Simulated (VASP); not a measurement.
Wanted: the native input for a VASP 6.6.1 run.

```
Task                   : relaxation of shape and atoms at fixed volume
Functional             : r2SCAN
Potentials or basis    : VASP PAW PBE potentials, release 64 (B, N)
Cutoff                 : 600 eV
k mesh                 : 12 × 12 × 6
Occupations            : gaussian, width 0.02 eV
Spin                   : no spin polarisation
Dipole correction      : no
Further INCAR settings : ALGO = Normal; EDIFF = 1e-07; IBRION = 2; EDIFFG = -0.01; NSW = 50; ISIF = 4
```

The system is BN.

```
B N
1.0
     2.49192    0.00000    0.00000
    -1.24596    2.15806    0.00000
     0.00000    0.00000    4.12224
B N
2 2
Direct
  0.66667 0.33333 0.99968
  0.33333 0.66667 0.49968
  0.66667 0.33333 0.62532
  0.33333 0.66667 0.12532
```

This cell differs from its parent crystal: volume scaled by 0.94.

The input as run:

POSCAR

```
BN
1.0
    2.4919162802      0.0000000000      0.0000000000
   -1.2459581401      2.1580628027      0.0000000000
    0.0000000000      0.0000000000      4.1222388164
B N
2 2
Direct
    0.6666666667      0.3333333333      0.9996810283
    0.3333333333      0.6666666667      0.4996810283
    0.6666666667      0.3333333333      0.6253189717
    0.3333333333      0.6666666667      0.1253189717
```

INCAR.step1

```
SYSTEM = BN
PREC = Accurate ; ENCUT = 600
ISMEAR = 0 ; SIGMA = 0.02
LREAL = .False. ; LASPH = .True.
NELM = 100 ; GGA = PE
ALGO = Normal ; EDIFF = 1E-4
LWAVE = .True. ; LCHARG = .False.
```

INCAR.step2

```
SYSTEM = BN
PREC = Accurate ; ENCUT = 600
EDIFF = 1E-7 ; ISMEAR = 0
SIGMA = 0.02 ; LREAL = .False.
LASPH = .True. ; NELM = 100
ALGO = Normal ; ISIF = 4
LWAVE = .False. ; LCHARG = .False.
METAGGA = R2SCAN ; LMIXTAU = .True.
IBRION = 2 ; NSW = 50
EDIFFG = -0.01 ; ISTART = 1
```

KPOINTS

```
regular mesh
0
Gamma
  12 12 6
  0 0 0
```

Potentials or basis: VASP PAW PBE potentials, release 64 (B, N).

Run with:

```console
$ cat potpaw_PBE.64/B/POTCAR potpaw_PBE.64/N/POTCAR > POTCAR
$ cp INCAR.step1 INCAR
$ mpirun -np 1 vasp_std > vasp.out
$ cp INCAR.step2 INCAR
$ mpirun -np 1 vasp_std > vasp.out
```

It gave:

The energy gained by relaxing is 0.0 meV/atom, the ionic steps are 3 and the pressure after relaxing is 28.5 GPa. The band gap on the k mesh is 5.59 eV, indirect (least direct gap 9.28 eV).

Caveat: the PAW data sets were made with another functional, which shifts forces and pressure a little.

Run time: 2.8 min on 1 thread of Intel(R) Xeon(R) 6975P-C (Granite Rapids), on a shared host, peak memory 0.15 GiB.
